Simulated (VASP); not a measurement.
A run of VASP 6.6.1:

Contents of INCAR:

```
SYSTEM = Fe
PREC = Accurate
ENCUT = 520
EDIFF = 1E-7
ISMEAR = -1
SIGMA = 0.1
LREAL = .FALSE.
LASPH = .TRUE.
NELM = 150
ALGO = Normal
ISIF = 2
LWAVE = .FALSE.
LCHARG = .TRUE.
LNONCOLLINEAR = .TRUE.
MAGMOM = 0 0 0
LORBIT = 11
LSORBIT = .TRUE.
GGA_COMPAT = .FALSE.
LORBMOM = .TRUE.
LMAXMIX = 4
GGA = CA
LVHAR = .TRUE.
NBANDS = 19
```

The input KPOINTS:

```
Automatic mesh
0
G
  14 14 14
  0 0 0
```

File POSCAR:

```
Fe
1.0
    2.2130377553      0.0000000000      0.0000000000
    0.0000000000      2.2130377553      0.0000000000
    0.0000000000      0.0000000000      2.2130377553
Fe
1
Direct
    0.0000000000      0.0000000000      0.0000000000
```

Potentials or basis: VASP PAW LDA potentials, release 64 (Fe).

The run is started by

```console
$ cat potpaw_LDA.64/Fe/POTCAR > POTCAR
$ mpirun -np 1 vasp_ncl > vasp.out
```

Hardware: 1 thread of Intel Xeon 6975P-C (shared host).

Problem. How long does it take, and how much memory?

Solution. Run time: 56 s on 1 thread of Intel Xeon 6975P-C, with other jobs on the host, peak memory 0.15 GiB. Counts: scf iterations 12, k points 120.
